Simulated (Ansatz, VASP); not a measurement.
One calculation of Sb3Au, two programs

```
Sb Au
1.0
    -2.97794    2.97794    2.97794
     2.97794   -2.97794    2.97794
     2.97794    2.97794   -2.97794
Sb Au
3 1
Direct
  0.00000 0.50000 0.50000
  0.50000 0.00000 0.50000
  0.50000 0.50000 0.00000
  0.00000 0.00000 0.00000
```

Change from the starting cell: volume scaled by 0.94.

Alike in both runs: task single point; functional LDA; k mesh 10 × 10 × 10; occupations fermi-dirac, width 0.05 eV; no spin polarisation.

```csv
,VASP,Ansatz
version,VASP 6.6.1,Ansatz 0.2.0
potentials or method,"VASP PAW LDA potentials, release 64 (Sb, Au), cutoff 520 eV","all-electron LAPW, scalar-relativistic"
```

|  | VASP | Ansatz | Ansatz less VASP |
| --- | --- | --- | --- |
| pressure (GPa) | -4.6 | -4.8 | -0.16 |

LDA's correlation is that of Perdew and Zunger in VASP and of Perdew and Wang (1992) in Ansatz. Ansatz ran all-electron here, and VASP with PAW potentials.

Neither program's run includes spin-orbit coupling.
